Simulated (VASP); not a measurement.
A run of VASP 6.6.1 is set up as follows.

Contents of INCAR:

```
ALGO = Normal
EDIFF = 1E-6
ENCUT = 500
GGA_COMPAT = F
ISIF = 2
ISMEAR = 0
LASPH = T
LCHARG = F
LREAL = F
LWAVE = F
NBANDS = 12
NELM = 120
PREC = Accurate
SIGMA = 0.1
```

KPOINTS

```
k-points
0
Gamma
  8 8 8
```

File POSCAR:

```
Ta
1.0
   -1.6231883332      1.6231883332      1.6231883332
    1.6231883332     -1.6231883332      1.6231883332
    1.6231883332      1.6231883332     -1.6231883332
Ta
1
Direct
    0.0000000000      0.0000000000      0.0000000000
```

Potentials or basis: VASP PAW LDA potentials, release 64 (Ta_pv).

Launch:

```console
$ cat potpaw_LDA.64/Ta_pv/POTCAR > POTCAR
$ mpirun -np 1 vasp_std > vasp.out
```

Question: Predict the pressure.

Answer: 1.1 GPa.
